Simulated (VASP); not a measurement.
# SiC (P6_3mc) in VASP: a series of runs

Runs on SiC. Level: PBE. Tasks: single point.

Program: VASP 6.6.1. These are calculated values, not measurements. Logs are shortened: lines on timing, memory, paths and dates and some standing lists are left out, and cuts for length are marked.

### 1 The cell of the first run

Symmetry: P6_3mc, No. 186, hexagonal system. Conventional cell: a = 3.137 Å, b = 3.137 Å, c = 5.149 Å, α = 90.00°, β = 90.00°, γ = 120.00°. Within 2.5 Å of Si (site symmetry 3m) lie 4 C at 1.92 to 1.94 Å. C (site symmetry 3m) has 4 Si at 1.92 to 1.94 Å within 2.5 Å.

### 2 Single point, PBE (strain +2.0%)

INCAR reads:

```
SYSTEM = SiC
ALGO = Normal
EDIFF = 1E-7
ENCUT = 520
GGA = PE
ISIF = 2
ISMEAR = 0
LASPH = .TRUE.
LCHARG = .FALSE.
LREAL = .FALSE.
LWAVE = .FALSE.
NBANDS = 16
NELM = 80
PREC = Accurate
SIGMA = 0.01
```

KPOINTS reads:

```
k-points
0
G
  6 6 4
  0 0 0
```

POSCAR reads:

```
SiC
1.0
    3.1368633640      0.0000000000      0.0000000000
   -1.5684316820      2.7166033614      0.0000000000
    0.0000000000      0.0000000000      5.1490702528
Si C
2 2
Direct
    0.3333333333      0.6666666667     -0.0004677755
    0.6666666667      0.3333333333      0.4995322245
    0.3333333333      0.6666666667      0.3754677755
    0.6666666667      0.3333333333      0.8754677755
```

Potentials or basis: VASP PAW PBE potentials, release 64 (Si, C).

Command:

```
$ cat potpaw_PBE.64/Si/POTCAR potpaw_PBE.64/C/POTCAR > POTCAR
$ mpirun -np 1 vasp_std > vasp.out
```

OUTCAR:

```text
SYSTEM = SiC
   EDIFF = 1E-7
   ENCUT = 520
   GGA = PE
   ISIF = 2
   ISMEAR = 0
   LASPH = .TRUE.
   LREAL = .FALSE.
   NELM = 80
   PREC = Accurate

 ion  position               nearest neighbor table
   1  0.333  0.667  1.000-   4 1.92   4 1.92   4 1.92   3 1.94   2 3.15   2 3.15   2 3.15   2 3.15
                             2 3.15   2 3.15
   2  0.667  0.333  0.500-   3 1.92   3 1.92   3 1.92   4 1.94   1 3.15   1 3.15   1 3.15   1 3.15
                             1 3.15   1 3.15
   3  0.333  0.667  0.375-   2 1.92   2 1.92   2 1.92   1 1.94
   4  0.667  0.333  0.875-   1 1.92   1 1.92   1 1.92   2 1.94

  LATTYP: Found a hexagonal cell.
 ALAT       =     3.1368633640
 C/A-ratio  =     1.6414710031

  Lattice vectors:

 A1 = (   3.1368633640,   0.0000000000,   0.0000000000)
 A2 = (  -1.5684316820,   2.7166033614,   0.0000000000)
 A3 = (   0.0000000000,   0.0000000000,   5.1490702528)

Analysis of symmetry for initial positions (statically):
=====================================================================
 Subroutine PRICEL returns:
 Original cell was already a primitive cell.

 Routine SETGRP: Setting up the symmetry group for a
 hexagonal supercell.

 Subroutine GETGRP returns: Found 12 space group operations
 (whereof  6 operations were pure point group operations)
 out of a pool of 24 trial point group operations.

The static configuration has the point symmetry C_3v.
 The point group associated with its full space group is C_6v.

Analysis of symmetry for dynamics (positions and initial velocities):
=====================================================================
 Subroutine PRICEL returns:
 Original cell was already a primitive cell.

 Routine SETGRP: Setting up the symmetry group for a
 hexagonal supercell.

 Subroutine GETGRP returns: Found 12 space group operations
 (whereof  6 operations were pure point group operations)
 out of a pool of 24 trial point group operations.

The dynamic configuration has the point symmetry C_3v.
 The point group associated with its full space group is C_6v.

 Subroutine INISYM returns: Found 12 space group operations
 (whereof  6 operations are pure point group operations),
 and found     1 'primitive' translations

----------------------------------------------------------------------------------------

                                     Primitive cell

  volume of cell :      43.8784

  direct lattice vectors                    reciprocal lattice vectors
     3.136863364  0.000000000  0.000000000     0.318789786  0.184053369  0.000000000
    -1.568431682  2.716603361  0.000000000     0.000000000  0.368106737  0.000000000
     0.000000000  0.000000000  5.149070253     0.000000000  0.000000000  0.194209819

  length of vectors
     3.136863364  3.136863364  5.149070253     0.368106737  0.368106737  0.194209819

  position of ions in fractional coordinates (direct lattice)
     0.333333333  0.666666667  0.999532225
     0.666666667  0.333333333  0.499532225
     0.333333333  0.666666667  0.375467775
     0.666666667  0.333333333  0.875467775

  ion indices of the primitive-cell ions
   primitive index   ion index
                 1           1
                 2           2
                 3           3
                 4           4

----------------------------------------------------------------------------------------

 KPOINTS: k-points

Automatic generation of k-mesh.
 Grid dimensions read from file:
 generate k-points for:    6    6    4

 Generating k-lattice:

  Cartesian coordinates                     Fractional coordinates (reciprocal lattice)
     0.053131631  0.030675561  0.000000000     0.166666667  0.000000000  0.000000000
     0.000000000  0.061351123  0.000000000     0.000000000  0.166666667  0.000000000
     0.000000000  0.000000000  0.048552455     0.000000000  0.000000000  0.250000000

  Length of vectors
     0.061351123  0.061351123  0.048552455

  Shift w.r.t. Gamma in fractional coordinates (k-lattice)
     0.000000000  0.000000000  0.000000000

 Subroutine IBZKPT returns following result:
 ===========================================

 Found     21 irreducible k-points:

 Following reciprocal coordinates:
            Coordinates               Weight
  0.000000  0.000000  0.000000      1.000000
  0.166667 -0.000000  0.000000      6.000000
  0.333333  0.000000  0.000000      6.000000
  0.500000 -0.000000  0.000000      3.000000
  0.166667  0.166667  0.000000      6.000000
  0.333333  0.166667  0.000000     12.000000
[... 13 lines left out ...]
  0.333333  0.166667  0.500000     12.000000
  0.333333  0.333333  0.500000      2.000000
   k-points           NKPTS =     21   k-points in BZ     NKDIM =     21   number of bands    NBANDS=     16
   number of dos      NEDOS =    301   number of ions     NIONS =      4
   total plane-waves  NPLWV =  23040
   dimension x,y,z NGX =    24 NGY =   24 NGZ =   40
   dimension x,y,z NGXF=    48 NGYF=   48 NGZF=   80
   ions per type =               2   2
   NGX,Y,Z   is equivalent  to a cutoff of  12.72, 12.72, 12.91 a.u.
   NGXF,Y,Z  is equivalent  to a cutoff of  25.44, 25.44, 25.83 a.u.
 SYSTEM =  SiC
   PREC   = accura    normal or accurate (medium, high low for compatibility)
   ISTART =      0    job   : 0-new  1-cont  2-samecut
   ICHARG =      2    charge: 1-file 2-atom 10-const
   ISPIN  =      1    spin polarized calculation?
   LNONCOLLINEAR =      F non collinear calculations
   LSORBIT =      F    spin-orbit coupling
   LASPH  =      T    aspherical Exc in radial PAW
   ENCUT  =  520.0 eV  38.22 Ry    6.18 a.u.   5.83  5.83  9.57*2*pi/ulx,y,z
   NELM   =     80;   NELMIN=  2; NELMDL= -5     # of ELM steps
   EDIFF  = 0.1E-06   stopping-criterion for ELM
   LREAL  =      F    real-space projection
   EDIFFG = 0.1E-05   stopping-criterion for IOM
   NSW    =      0    number of steps for IOM
   IBRION =     -1    ionic relax: 0-MD 1-quasi-New 2-CG
   NFREE  =      0    steps in history (QN), initial steepest desc. (CG)
   ISIF   =      2    stress and relaxation
   ISYM   =      2    0-nonsym 1-usesym 2-fastsym
   POTIM  = 0.5000    time-step for ionic-motion
   TEBEG  =    0.0;   TEEND  =   0.0 temperature during run
   PSTRESS=    0.0 pullay stress
   NELECT =      16.0000    total number of electrons
   NUPDOWN=      -1.0000    fix difference up-down
   EMIN   =  10.00;   EMAX   =-10.00  energy-range for DOS
   EFERMI =   0.00;   METHOD = LEGACY
   ISMEAR =     0;   SIGMA  =   0.01  broadening in eV -4-tet -1-fermi 0-gaus
   EFERMI_NEDOS =   21; number of points for ismear=-14 and -15
   IALGO  =     38    algorithm
   IMIX   =      4    mixing-type and parameters
     AMIX     =   0.40;   BMIX     =  1.00
     AMIX_MAG =   1.60;   BMIX_MAG =  1.00
  volume/ion in A,a.u.               =      10.97        74.03
  Fermi-wavevector in a.u.,A,eV,Ry     =   1.169584  2.210193 18.611761  1.367926
  Thomas-Fermi vector in A             =   2.306054
   LORBIT       =      0    0 simple, 1 ext, 2 COOP (PROOUT), +10 PAW based schemes
   GGA     = PE    functional components
   LHFCALC =     F    Hartree Fock is set to
   AEXX    =    0.0000 exact exchange contribution
   IVDW    =     0    specifies the selected vdW correction
   LEPSILON=     F    determine dielectric tensor
   LRPA    =     F    only Hartree local field effects (RPA)
 non-spin polarized calculation
 Gauss-broadening in eV      SIGMA  =   0.01
  energy-cutoff  :      520.00
  volume of cell :       43.88
 maximum number of plane-waves:      1192
 NGX is ok and might be reduce to    24
   NGX = 11   NGY = 11   NGZ = 19

 number of electron      16.0000000 magnetization

 Free energy of the ion-electron system (eV)
  ---------------------------------------------------
  ext. energy  EPLUGINS =         0.00000000
  ---------------------------------------------------
  free energy    TOTEN  =       -30.04850054 eV

  energy without entropy =      -30.04850054  energy(sigma->0) =      -30.04850054

 E-fermi :   7.7046     XC(G=0): -11.0934

 val. band max:        7.6052524911   @ k =   0.0000   0.0000   0.0000
 cond. band min:       9.9831932455   @ k =   0.3333   0.3333   0.0000
 fundamental gap:      2.3779407545
 Fermi energy:         7.7045785839

 k-point     1 :       0.0000    0.0000    0.0000
  band No.  band energies     occupation
      1      -7.5001      2.00000
      2      -4.1499      2.00000
      3      -0.7599      2.00000
      4       6.3188      2.00000
      5       6.3188      2.00000
      6       7.5007      2.00000
[... 8 lines left out ...]
     15      16.1535      0.00000
     16      18.4779      0.00000

 k-point     2 :       0.1667   -0.0000    0.0000
  band No.  band energies     occupation
      1      -7.0433      2.00000
      2      -3.7650      2.00000
      3      -0.3571      2.00000
      4       4.2107      2.00000
      5       5.6662      2.00000
      6       6.0214      2.00000
[... 8 lines left out ...]
     15      16.8837      0.00000
     16      17.1516      0.00000

 k-point     3 :       0.3333    0.0000    0.0000
  band No.  band energies     occupation
      1      -5.7423      2.00000
      2      -2.8547      2.00000
      3       0.3158      2.00000
      4       1.6921      2.00000
      5       3.2920      2.00000
      6       4.7615      2.00000
[... 8 lines left out ...]
     15      18.0735      0.00000
     16      19.0034      0.00000

 k-point     4 :       0.5000   -0.0000    0.0000
  band No.  band energies     occupation
      1      -4.3671      2.00000
      2      -2.9357      2.00000
      3      -0.0071      2.00000
      4       1.4494      2.00000
      5       2.3868      2.00000
      6       4.4066      2.00000
[... 8 lines left out ...]
     15      17.5485      0.00000
     16      19.7361      0.00000
[... 267 lines left out ...]
 k-point    19 :       0.1667    0.1667    0.5000
  band No.  band energies     occupation
      1      -5.0746      2.00000
      2      -5.0746      2.00000
      3       2.3217      2.00000
      4       2.3217      2.00000
      5       4.7320      2.00000
      6       4.7320      2.00000
[... 8 lines left out ...]
     15      17.4334      0.00000
     16      17.4334      0.00000

 k-point    20 :       0.3333    0.1667    0.5000
  band No.  band energies     occupation
      1      -3.6899      2.00000
      2      -3.6899      2.00000
      3       0.3056      2.00000
      4       0.3056      2.00000
      5       3.6838      2.00000
      6       3.6838      2.00000
[... 8 lines left out ...]
     15      18.7410      0.00000
     16      18.7410      0.00000

 k-point    21 :       0.3333    0.3333    0.5000
  band No.  band energies     occupation
      1      -2.9814      2.00000
      2      -2.9814      2.00000
      3       0.0365      2.00000
      4       0.0365      2.00000
      5       2.2573      2.00000
      6       2.2573      2.00000
[... 8 lines left out ...]
     15      18.9718      0.00000
     16      18.9718      0.00000

------------------------ aborting loop because EDIFF is reached ----------------------------------------

  FORCE on cell =-STRESS in cart. coord.  units (eV):
  Direction    XX          YY          ZZ          XY          YZ          ZX
  --------------------------------------------------------------------------------------
  -------------------------------------------------------------------------------------
  Total       -2.3330512     -2.3330512     -2.3515992      0.0000000      0.0000000      0.0000000
  in kB      -85.1891323    -85.1891323    -85.8663965      0.0000000      0.0000000      0.0000000
  external PRESSURE =     -85.4148870 kB  Pullay stress =       0.0000000 kB

 VOLUME and BASIS-vectors are now :
 -----------------------------------------------------------------------------
  energy-cutoff  :      520.00
  volume of cell :       43.88
      direct lattice vectors                 reciprocal lattice vectors
     3.136863364  0.000000000  0.000000000     0.318789786  0.184053369  0.000000000
    -1.568431682  2.716603361  0.000000000     0.000000000  0.368106737  0.000000000
     0.000000000  0.000000000  5.149070253     0.000000000  0.000000000  0.194209819

 POSITION                                       TOTAL-FORCE (eV/Angst)
 -----------------------------------------------------------------------------------
     -0.00000      1.81107      5.14666         0.000000      0.000000     -0.004663
      1.56843      0.90553      2.57213        -0.000000      0.000000     -0.004663
     -0.00000      1.81107      1.93331        -0.000000      0.000000      0.004663
      1.56843      0.90553      4.50785         0.000000     -0.000000      0.004663
 -----------------------------------------------------------------------------------
    total drift:                               -0.000000      0.000000     -0.000162

  FREE ENERGIE OF THE ION-ELECTRON SYSTEM (eV)
  ---------------------------------------------------
  free  energy   TOTEN  =       -30.0485005384 eV

  energy  without entropy=      -30.0485005384  energy(sigma->0) =      -30.04850054
```

Run time: 5.9 s. Hardware: 1 thread of Intel Xeon 6975P-C (Granite Rapids), shared host; peak memory 0.15 GiB.

Results:

- Free energy: -30.0485 eV
- Pressure: -8.5 GPa
- Largest force: 0.005 eV/Å
- Band gap on the k mesh: 2.38 eV, indirect (least direct gap 3.86 eV)

Forces on the atoms (eV/Å):
```
Si   0.000  0.000 -0.005
Si   0.000  0.000 -0.005
C    0.000  0.000  0.005
C    0.000  0.000  0.005
```

Caveat: the cell differs from its parent crystal (strain +2.0%). A k mesh can miss the band edges.

### 3 Single point, PBE (strain +3.0%)

INCAR reads:

```
PREC = Accurate
ENCUT = 520
EDIFF = 1E-6
ISMEAR = 0
SIGMA = 0.01
LREAL = False
LASPH = True
NELM = 100
ALGO = Normal
ISIF = 2
LWAVE = False
LCHARG = False
GGA = PE
NBANDS = 16
```

KPOINTS reads:

```
regular mesh
0
Gamma
  6 6 4
```

POSCAR reads:

```
SiC
1.0
    3.1676169264      0.0000000000      0.0000000000
   -1.5838084632      2.7432367277      0.0000000000
    0.0000000000      0.0000000000      5.1995513337
Si C
2 2
Direct
    0.3333333333      0.6666666667     -0.0005020703
    0.6666666667      0.3333333333      0.4994979297
    0.3333333333      0.6666666667      0.3755020703
    0.6666666667      0.3333333333      0.8755020703
```

Potentials or basis: VASP PAW PBE potentials, release 64 (Si, C).

Command:

```
$ cat potpaw_PBE.64/Si/POTCAR potpaw_PBE.64/C/POTCAR > POTCAR
$ mpirun -np 1 vasp_std > vasp.out
```

Run time: 5.8 s. Hardware: 1 thread of Intel Xeon 6975P-C (Granite Rapids), shared host; peak memory 0.14 GiB.

Results (log left out):

```yaml
Free_energy: -29.9589 eV
Pressure: -13.5 GPa
Largest_force: 0.005 eV/Å
Band_gap_on_the_k_mesh: 2.43 eV, indirect (least direct gap 3.80 eV)
```

Forces in eV/Å, atoms in the order of the input:
```
Si   0.000  0.000 -0.005
Si   0.000  0.000 -0.005
C    0.000  0.000  0.005
C    0.000  0.000  0.005
```

Levels at points of the mesh, in eV from the valence-band top:
| k point | band 5 | band 6 | band 7 | band 8 | band 9 | band 10 | band 11 | band 12 |
| --- | --- | --- | --- | --- | --- | --- | --- | --- |
| (0.00, 0.00, 0.00) | -1.27 | -0.10 | 0.00 | 0.00 | 4.08 | 5.26 | 6.16 | 6.16 |
| (0.50, 0.00, 0.00) | -5.11 | -3.14 | -3.03 | -1.17 | 2.63 | 4.13 | 6.20 | 6.80 |
| (0.00, 0.00, 0.50) | -0.69 | -0.69 | -0.69 | -0.69 | 5.15 | 5.15 | 6.88 | 6.88 |
| (0.50, 0.00, 0.50) | -2.32 | -2.32 | -2.23 | -2.23 | 3.09 | 3.09 | 4.90 | 4.90 |

Caveat: the cell differs from its parent crystal (strain +3.0%). A k mesh can miss the band edges.

### 4 Single point, PBE (strain +4.0%)

INCAR reads:

```
ALGO = Normal
EDIFF = 1E-6
ENCUT = 520
GGA = PE
ISIF = 2
ISMEAR = 0
LASPH = T
LCHARG = T
LELF = T
LREAL = F
LVHAR = T
LWAVE = F
NBANDS = 16
NELM = 100
PREC = Accurate
SIGMA = 0.01
```

KPOINTS reads:

```
k-points
0
Gamma
  6 6 4
```

POSCAR reads:

```
SiC
1.0
    3.1983704888      0.0000000000      0.0000000000
   -1.5991852444      2.7698700940      0.0000000000
    0.0000000000      0.0000000000      5.2500324147
Si C
2 2
Direct
    0.3333333333      0.6666666667     -0.0005389124
    0.6666666667      0.3333333333      0.4994610876
    0.3333333333      0.6666666667      0.3755389124
    0.6666666667      0.3333333333      0.8755389124
```

Command:

```
$ cat potpaw_PBE.64/Si/POTCAR potpaw_PBE.64/C/POTCAR > POTCAR
$ mpirun -np 1 vasp_std > vasp.out
```

Run time: 6.6 s. Hardware: 1 thread of Intel Xeon 6975P-C (Granite Rapids), shared host; peak memory 0.15 GiB.

It converged, with:

| Quantity | Value |
| --- | --- |
| Free energy | -29.8294 eV |
| Pressure | -17.7 GPa |
| Largest force | 0.005 eV/Å |
| Band gap on the k mesh | 2.48 eV, indirect (least direct gap 3.74 eV) |

Forces on the atoms (eV/Å):
```
Si   0.000  0.000 -0.005
Si   0.000  0.000 -0.005
C    0.000  0.000  0.005
C    0.000  0.000  0.005
```

Stress tensor (GPa, compression positive):
```
-17.79   0.00   0.00
  0.00 -17.79   0.00
  0.00   0.00 -17.64
```

Levels at points of the mesh, in eV from the valence-band top:
```tsv
k point	band 6	band 7	band 8	band 9	band 10	band 11
(0.00, 0.00, 0.00)	-0.09	0.00	0.00	3.86	4.94	6.01
(0.50, 0.00, 0.00)	-3.08	-2.95	-1.15	2.59	4.10	5.98
(0.00, 0.00, 0.50)	-0.68	-0.68	-0.68	4.91	4.91	6.74
(0.50, 0.00, 0.50)	-2.28	-2.20	-2.20	3.02	3.02	4.79
```

Caveat: the cell differs from its parent crystal (strain +4.0%).

### 5 The runs side by side

| cell | gap on the mesh (eV) | pressure (GPa) |
| --- | --- | --- |
| a = 3.137, b = 3.137, c = 5.149 Å, angles 90.0, 90.0, 120.0°, 4 atoms | 2.38 | -8.5 |
| a = 3.168, b = 3.168, c = 5.200 Å, angles 90.0, 90.0, 120.0°, 4 atoms | 2.43 | -13.5 |
| a = 3.198, b = 3.198, c = 5.250 Å, angles 90.0, 90.0, 120.0°, 4 atoms | 2.48 | -17.7 |

Alike in all rows: task single point; level PBE; potentials or basis VASP PAW PBE potentials, release 64 (Si, C); no spin polarisation; k mesh 6 × 6 × 4; cutoff (eV) 520; smearing gaussian 0.01 eV.

Total energies depend on the potentials used, so only differences within one code and one set of settings carry meaning.
